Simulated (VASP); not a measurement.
P:

```
CELL_PARAMETERS angstrom
1.62547 -5.39118 0.00000
1.62547 5.39118 0.00000
0.00000 0.00000 4.48223
ATOMIC_POSITIONS crystal
P 0.90414 0.09586 0.58882
P 0.09586 0.90414 0.41118
P 0.59586 0.40414 0.08882
P 0.40414 0.59586 0.91118
```

Base run:

| Item | Value |
| --- | --- |
| Program | VASP 6.6.1 |
| Functional | BLYP |
| Potentials or basis | VASP PAW PBE potentials, release 64 (P) |
| Cutoff | 500 eV |
| k mesh | 8 × 8 × 6 |
| Occupations | fermi-dirac, width 0.05 eV |
| Spin | no spin polarisation |

Its results: band gap on the k mesh 0.14 eV; pressure 9.9 GPa; largest force 0.786 eV/Å.

**Question.** The run is repeated on the same cell with these changes: functional from BLYP to PBE; dispersion from none to D4. What comes out?

**Answer.** Band gap on the k mesh 0.05 eV; pressure 2.2 GPa; largest force 0.661 eV/Å.

Several settings changed at once.

Caveats: the cell stands under pressure (at least some runs); the PAW data sets were made with another functional, which shifts forces and pressure a little (at least some runs).

A k mesh can miss the band edges.
